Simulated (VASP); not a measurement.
# Al (P-6m2) in VASP: density of states with PBE

Aim: the density of states of Al with PBE.

Program: VASP 6.6.1. These are calculated values, not measurements. Logs are shortened: lines on timing, memory, paths and dates and some standing lists are left out, and cuts for length are marked.

## Step 1: The cell of the first run

The typed cell holds 6 atoms: a = 2.857 Å, b = 2.857 Å, c = 14.129 Å, α = 90.00°, β = 90.00°, γ = 120.00°.

## Step 2: Density of states, PBE

Contents of POSCAR:

```
Al
1.0
    2.8566274744     -0.0000000029      0.0000000000
   -1.4283137347      2.4739119634      0.0000000000
    0.0000000000      0.0000000000     14.1293201865
Al
6
Direct
    0.0000000000      0.0000000000      0.0000000000
    0.6666666667      0.3333333333      0.8332949733
    0.0000000000      0.0000000000      0.6666160135
    0.6666666667      0.3333333333      0.5000000000
    0.0000000000      0.0000000000      0.3333839865
    0.6666666667      0.3333333333      0.1667050267
```

Contents of INCAR.step1:

```
PREC = Accurate
ENCUT = 520
EDIFF = 1E-7
ISMEAR = 0
SIGMA = 0.1
LREAL = F
LASPH = T
NELM = 80
ALGO = Fast
ISIF = 2
LWAVE = F
LCHARG = T
GGA = PE
NBANDS = 18
```

Contents of KPOINTS.step1:

```
regular mesh
0
Gamma
  18 18 4
```

Contents of INCAR.step2:

```
PREC = Accurate
ENCUT = 520
EDIFF = 1E-7
ISMEAR = -5
SIGMA = 0.1
LREAL = F
LASPH = T
NELM = 80
ALGO = Fast
ISIF = 2
LWAVE = F
LCHARG = F
GGA = PE
LORBIT = 10
NBANDS = 18
NEDOS = 1001
ICHARG = 11
```

Contents of KPOINTS.step2:

```
regular mesh
0
Gamma
  27 27 6
```

Potentials or basis: VASP PAW PBE potentials, release 64 (Al).

Launch:

```bash
$ cat potpaw_PBE.64/Al/POTCAR > POTCAR
$ cp INCAR.step1 INCAR
$ cp KPOINTS.step1 KPOINTS
$ mpirun -np 1 vasp_std > vasp.out
$ cp INCAR.step2 INCAR
$ cp KPOINTS.step2 KPOINTS
$ mpirun -np 1 vasp_std > vasp.out
```

OUTCAR:

```text
PREC = Accurate
   ENCUT = 520
   EDIFF = 1E-7
   ISMEAR = -5
   LREAL = F
   LASPH = T
   NELM = 80
   ISIF = 2
   GGA = PE
   LORBIT = 10
   ICHARG = 11

 ion  position               nearest neighbor table
   1  0.000  0.000  0.000-   2 2.88   6 2.88   2 2.88   6 2.88   2 2.88   6 2.88
   2  0.667  0.333  0.833-   3 2.88   3 2.88   3 2.88   1 2.88   1 2.88   1 2.88
   3  0.000  0.000  0.667-   4 2.87   4 2.87   4 2.87   2 2.88   2 2.88   2 2.88
   4  0.667  0.333  0.500-   3 2.87   5 2.87   3 2.87   5 2.87   3 2.87   5 2.87
   5  0.000  0.000  0.333-   4 2.87   4 2.87   4 2.87   6 2.88   6 2.88   6 2.88
   6  0.667  0.333  0.167-   5 2.88   5 2.88   5 2.88   1 2.88   1 2.88   1 2.88

  LATTYP: Found a hexagonal cell.
 ALAT       =     2.8566274744
 C/A-ratio  =     4.9461542722

  Lattice vectors:

 A1 = (   2.8566274744,  -0.0000000029,   0.0000000000)
 A2 = (  -1.4283137347,   2.4739119634,   0.0000000000)
 A3 = (   0.0000000000,   0.0000000000,  14.1293201865)

Analysis of symmetry for initial positions (statically):
=====================================================================
 Subroutine PRICEL returns:
 Original cell was already a primitive cell.

 Routine SETGRP: Setting up the symmetry group for a
 hexagonal supercell.

 Subroutine GETGRP returns: Found 12 space group operations
 (whereof 12 operations were pure point group operations)
 out of a pool of 24 trial point group operations.

The static configuration has the point symmetry D_3h.

Analysis of symmetry for dynamics (positions and initial velocities):
=====================================================================
 Subroutine PRICEL returns:
 Original cell was already a primitive cell.

 Routine SETGRP: Setting up the symmetry group for a
 hexagonal supercell.

 Subroutine GETGRP returns: Found 12 space group operations
 (whereof 12 operations were pure point group operations)
 out of a pool of 24 trial point group operations.

The dynamic configuration has the point symmetry D_3h.

 Subroutine INISYM returns: Found 12 space group operations
 (whereof 12 operations are pure point group operations),
 and found     1 'primitive' translations

----------------------------------------------------------------------------------------

                                     Primitive cell

  volume of cell :      99.8525

  direct lattice vectors                    reciprocal lattice vectors
     2.856627474 -0.000000003  0.000000000     0.350063146  0.202109051  0.000000000
    -1.428313735  2.473911963  0.000000000     0.000000000  0.404218103  0.000000000
     0.000000000  0.000000000 14.129320186     0.000000000  0.000000000  0.070774813

  length of vectors
     2.856627474  2.856627474 14.129320186     0.404218103  0.404218103  0.070774813

  position of ions in fractional coordinates (direct lattice)
     0.000000000  0.000000000  0.000000000
     0.666666667  0.333333333  0.833294973
     0.000000000  0.000000000  0.666616013
     0.666666667  0.333333333  0.500000000
     0.000000000  0.000000000  0.333383987
     0.666666667  0.333333333  0.166705027

  ion indices of the primitive-cell ions
   primitive index   ion index
                 1           1
                 2           2
                 3           3
                 4           4
                 5           5
                 6           6

----------------------------------------------------------------------------------------

 KPOINTS: regular mesh

Automatic generation of k-mesh.
 Grid dimensions read from file:
 generate k-points for:   27   27    6

 Generating k-lattice:

  Cartesian coordinates                     Fractional coordinates (reciprocal lattice)
     0.012965302  0.007485520  0.000000000     0.037037037  0.000000000  0.000000000
     0.000000000  0.014971041  0.000000000     0.000000000  0.037037037  0.000000000
     0.000000000  0.000000000  0.011795802     0.000000000  0.000000000  0.166666667

  Length of vectors
     0.014971041  0.014971041  0.011795802

  Shift w.r.t. Gamma in fractional coordinates (k-lattice)
     0.000000000  0.000000000  0.000000000

 TETIRR: Found   4434 inequivalent tetrahedra from    26244

 Subroutine IBZKPT returns following result:
 ===========================================

 Found    300 irreducible k-points:

 Following reciprocal coordinates:
            Coordinates               Weight
  0.000000  0.000000  0.000000      1.000000
  0.037037  0.000000  0.000000      6.000000
  0.074074  0.000000  0.000000      6.000000
  0.111111 -0.000000  0.000000      6.000000
  0.148148 -0.000000  0.000000      6.000000
  0.185185  0.000000  0.000000      6.000000
[... 16 lines left out ...]
  0.333333  0.037037  0.000000     12.000000
  0.370370  0.037037  0.000000     12.000000
 [... further k-points ...]
   k-points           NKPTS =    300   k-points in BZ     NKDIM =    300   number of bands    NBANDS=     18
   number of dos      NEDOS =   1001   number of ions     NIONS =      6
   total plane-waves  NPLWV =  62208
   dimension x,y,z NGX =    24 NGY =   24 NGZ =  108
   dimension x,y,z NGXF=    48 NGYF=   48 NGZF=  216
   ions per type =               6
   NGX,Y,Z   is equivalent  to a cutoff of  13.97, 13.97, 12.71 a.u.
   NGXF,Y,Z  is equivalent  to a cutoff of  27.93, 27.93, 25.41 a.u.
 SYSTEM =  unknown system
   PREC   = accura    normal or accurate (medium, high low for compatibility)
   ISTART =      0    job   : 0-new  1-cont  2-samecut
   ICHARG =     11    charge: 1-file 2-atom 10-const
   ISPIN  =      1    spin polarized calculation?
   LNONCOLLINEAR =      F non collinear calculations
   LSORBIT =      F    spin-orbit coupling
   LASPH  =      T    aspherical Exc in radial PAW
   ENCUT  =  520.0 eV  38.22 Ry    6.18 a.u.   5.31  5.31 26.27*2*pi/ulx,y,z
   NELM   =     80;   NELMIN=  2; NELMDL=  0     # of ELM steps
   EDIFF  = 0.1E-06   stopping-criterion for ELM
   LREAL  =      F    real-space projection
   EDIFFG = 0.1E-05   stopping-criterion for IOM
   NSW    =      0    number of steps for IOM
   IBRION =     -1    ionic relax: 0-MD 1-quasi-New 2-CG
   NFREE  =      0    steps in history (QN), initial steepest desc. (CG)
   ISIF   =      2    stress and relaxation
   ISYM   =      2    0-nonsym 1-usesym 2-fastsym
   POTIM  = 0.5000    time-step for ionic-motion
   TEBEG  =    0.0;   TEEND  =   0.0 temperature during run
   PSTRESS=    0.0 pullay stress
   NELECT =      18.0000    total number of electrons
   NUPDOWN=      -1.0000    fix difference up-down
   EMIN   =  10.00;   EMAX   =-10.00  energy-range for DOS
   EFERMI =   0.00;   METHOD = LEGACY
   ISMEAR =    -5;   SIGMA  =   0.10  broadening in eV -4-tet -1-fermi 0-gaus
   EFERMI_NEDOS =   21; number of points for ismear=-14 and -15
   IALGO  =     68    algorithm
   IMIX   =      4    mixing-type and parameters
     AMIX     =   0.40;   BMIX     =  1.00
     AMIX_MAG =   1.60;   BMIX_MAG =  1.00
  volume/ion in A,a.u.               =      16.64       112.31
  Fermi-wavevector in a.u.,A,eV,Ry     =   0.924796  1.747611 11.636352  0.855248
  Thomas-Fermi vector in A             =   2.050581
   LORBIT       =     10    0 simple, 1 ext, 2 COOP (PROOUT), +10 PAW based schemes
   GGA     = PE    functional components
   LHFCALC =     F    Hartree Fock is set to
   AEXX    =    0.0000 exact exchange contribution
   IVDW    =     0    specifies the selected vdW correction
   LEPSILON=     F    determine dielectric tensor
   LRPA    =     F    only Hartree local field effects (RPA)
 non-spin polarized calculation
 RMM-DIIS sequential band-by-band and
 Fermi weights with tetrahedron method with Bloechl corrections
  energy-cutoff  :      520.00
  volume of cell :       99.85
 maximum number of plane-waves:      2718
 NGX is ok and might be reduce to    24

 number of electron      18.0000000 magnetization

 Free energy of the ion-electron system (eV)
  ---------------------------------------------------
  ext. energy  EPLUGINS =         0.00000000
  ---------------------------------------------------
  free energy    TOTEN  =       -22.28290547 eV

  energy without entropy =      -22.28290547  energy(sigma->0) =      -22.28290547

 E-fermi :   7.9229     XC(G=0): -10.1672

 val. band max:        8.0819109164   @ k =   0.2222   0.1852   0.5000
 cond. band min:       7.6642628513   @ k =   0.2963   0.2963   0.5000
 fundamental gap:     -0.4176480652
 Fermi energy:         7.9229462384

 k-point     1 :       0.0000    0.0000    0.0000
  band No.  band energies     occupation
      1      -3.1668      2.00000
      2      -2.4273      2.00000
      3      -2.4268      2.00000
      4      -0.2302      2.00000
      5      -0.2298      2.00000
      6       3.3052      2.00000
[... 10 lines left out ...]
     17      19.1438      0.00000
     18      19.1458      0.00000

 k-point     2 :       0.0370    0.0000    0.0000
  band No.  band energies     occupation
      1      -3.1336      2.00000
      2      -2.3942      2.00000
      3      -2.3937      2.00000
      4      -0.1977      2.00000
      5      -0.1973      2.00000
      6       3.3361      2.00000
[... 10 lines left out ...]
     17      18.6078      0.00000
     18      18.9687      0.00000

 k-point     3 :       0.0741    0.0000    0.0000
  band No.  band energies     occupation
      1      -3.0342      2.00000
      2      -2.2953      2.00000
      3      -2.2948      2.00000
      4      -0.1002      2.00000
      5      -0.0998      2.00000
      6       3.4286      2.00000
[... 10 lines left out ...]
     17      17.9466      0.00000
     18      18.7135      0.00000

 k-point     4 :       0.1111   -0.0000    0.0000
  band No.  band energies     occupation
      1      -2.8685      2.00000
      2      -2.1305      2.00000
      3      -2.1300      2.00000
      4       0.0620      2.00000
      5       0.0625      2.00000
      6       3.5827      2.00000
[... 10 lines left out ...]
     17      17.3629      0.00000
     18      17.4821      0.00000

 k-point     5 :       0.1481   -0.0000    0.0000
  band No.  band energies     occupation
      1      -2.6370      2.00000
      2      -1.9001      2.00000
      3      -1.8996      2.00000
      4       0.2889      2.00000
      5       0.2893      2.00000
      6       3.7985      2.00000
[... 10 lines left out ...]
     17      16.1957      0.00000
     18      16.7640      0.00000

 k-point     6 :       0.1852    0.0000    0.0000
  band No.  band energies     occupation
      1      -2.3399      2.00000
      2      -1.6045      2.00000
      3      -1.6040      2.00000
      4       0.5800      2.00000
      5       0.5804      2.00000
      6       4.0759      2.00000
[... 307 lines left out ...]
 k-point    21 :       0.2593    0.0370    0.0000
  band No.  band energies     occupation
      1      -1.2886      2.00000
      2      -0.5586      2.00000
      3      -0.5581      2.00000
      4       1.6088      2.00000
      5       1.6092      2.00000
      6       5.0614      2.00000
[... 10 lines left out ...]
     17      14.5383      0.00000
     18      15.0982      0.00000

 k-point    22 :       0.2963    0.0370    0.0000
  band No.  band energies     occupation
      1      -0.7659      2.00000
      2      -0.0387      2.00000
      3      -0.0382      2.00000
      4       2.1192      2.00000
      5       2.1196      2.00000
      6       5.5533      2.00000
[... 10 lines left out ...]
     17      14.2480      0.00000
     18      14.2976      0.00000

 k-point    23 :       0.3333    0.0370    0.0000
  band No.  band energies     occupation
      1      -0.1805      2.00000
      2       0.5435      2.00000
      3       0.5440      2.00000
      4       2.6888      2.00000
      5       2.6893      2.00000
      6       5.9773      2.00000
[... 10 lines left out ...]
     17      13.6905      0.00000
     18      14.0008      0.00000

 k-point    24 :       0.3704    0.0370    0.0000
  band No.  band energies     occupation
      1       0.4669      2.00000
      2       1.1870      2.00000
      3       1.1875      2.00000
      4       3.3126      2.00000
      5       3.3130      2.00000
      6       5.4794      2.00000
[... 10 lines left out ...]
     17      13.3421      0.00000
     18      13.8071      0.00000

 [... further k-points ...]

------------------------ aborting loop because EDIFF is reached ----------------------------------------

  FORCE on cell =-STRESS in cart. coord.  units (eV):
  Direction    XX          YY          ZZ          XY          YZ          ZX
  --------------------------------------------------------------------------------------
  -------------------------------------------------------------------------------------
  Total       -0.1448406     -0.1448406      0.0809255      0.0000000      0.0000000     -0.0000000
  in kB       -2.3240303     -2.3240303      1.2984841      0.0000000      0.0000000     -0.0000000
  external PRESSURE =      -1.1165255 kB  Pullay stress =       0.0000000 kB

 VOLUME and BASIS-vectors are now :
 -----------------------------------------------------------------------------
  energy-cutoff  :      520.00
  volume of cell :       99.85
      direct lattice vectors                 reciprocal lattice vectors
     2.856627474 -0.000000003  0.000000000     0.350063146  0.202109051  0.000000000
    -1.428313735  2.473911963  0.000000000     0.000000000  0.404218103  0.000000000
     0.000000000  0.000000000 14.129320186     0.000000000  0.000000000  0.070774813

 POSITION                                       TOTAL-FORCE (eV/Angst)
 -----------------------------------------------------------------------------------
      0.00000      0.00000      0.00000         0.000000     -0.000000     -0.000000
      1.42831      0.82464     11.77389        -0.000000      0.000000      0.003582
      0.00000      0.00000      9.41883         0.000000     -0.000000     -0.009247
      1.42831      0.82464      7.06466        -0.000000      0.000000     -0.000000
      0.00000      0.00000      4.71049         0.000000     -0.000000      0.009247
      1.42831      0.82464      2.35543        -0.000000      0.000000     -0.003582
 -----------------------------------------------------------------------------------
    total drift:                                0.000000     -0.000000     -0.000000

  FREE ENERGIE OF THE ION-ELECTRON SYSTEM (eV)
  ---------------------------------------------------
  free  energy   TOTEN  =       -22.2829054674 eV

  energy  without entropy=      -22.2829054674  energy(sigma->0) =      -22.28290547

 total charge

# of ion       s       p       d       tot
------------------------------------------
    1        0.437   0.329   0.000   0.766
    2        0.437   0.328   0.000   0.766
    3        0.437   0.329   0.000   0.766
    4        0.437   0.329   0.000   0.765
    5        0.437   0.329   0.000   0.766
    6        0.437   0.328   0.000   0.766
--------------------------------------------------
tot          2.623   1.971   0.000   4.595
```

Wall time 11 min (1 thread of Intel Xeon Platinum 8175M at 2.50GHz (Skylake/Cascade Lake), shared host); peak memory 0.49 GiB.

What came out:

```
Valence electrons inside the program's atomic spheres : Al 0.77
```

Levels at points of the mesh, in eV from the Fermi level:
```csv
k point,band 4,band 5,band 6,band 7,band 8,band 9,band 10,band 11,band 12,band 13
"(0.00, 0.00, 0.00)",-8.15,-8.15,-4.62,-4.50,0.34,0.34,6.38,6.38,10.64,10.64
"(0.00, 0.00, 0.50)",-9.43,-6.53,-6.53,-2.27,-2.26,3.24,3.24,9.64,9.64,10.78
```

Caveat: tetrahedron occupations give inexact forces and stress in metals.
